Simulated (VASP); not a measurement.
Here is a VASP 6.6.1 calculation.

Contents of INCAR:

```
SYSTEM = Tl
PREC = Accurate
ENCUT = 520
EDIFF = 1E-6
ISMEAR = -1
SIGMA = 0.1
LREAL = .FALSE.
LASPH = .TRUE.
NELM = 80
ALGO = Normal
ISIF = 2
LWAVE = .FALSE.
LCHARG = .FALSE.
GGA = PE
NBANDS = 12
```

Contents of KPOINTS:

```
regular mesh
0
G
  7 7 7
  0 0 0
```

Contents of POSCAR:

```
Tl
1.0
    2.8831168880      0.0000000000      0.0000000000
    0.0000000000      2.8831168880      0.0000000000
    0.0000000000      0.0000000000      2.8831168880
Tl
1
Direct
    0.0000000000      0.0000000000      0.0000000000
```

Potentials or basis: VASP PAW PBE potentials, release 64 (Tl_d).

Command:

```sh
$ cat potpaw_PBE.64/Tl_d/POTCAR > POTCAR
$ mpirun -np 1 vasp_std > vasp.out
```

What does it give for the band gap on the k mesh?

Zero (an odd number of electrons rules out a gap without spin polarisation).

Estimate the pressure.

20.0 GPa.

Caveat: the cell stands under pressure; spin-orbit coupling is left out, which moves the levels of the heavy elements.
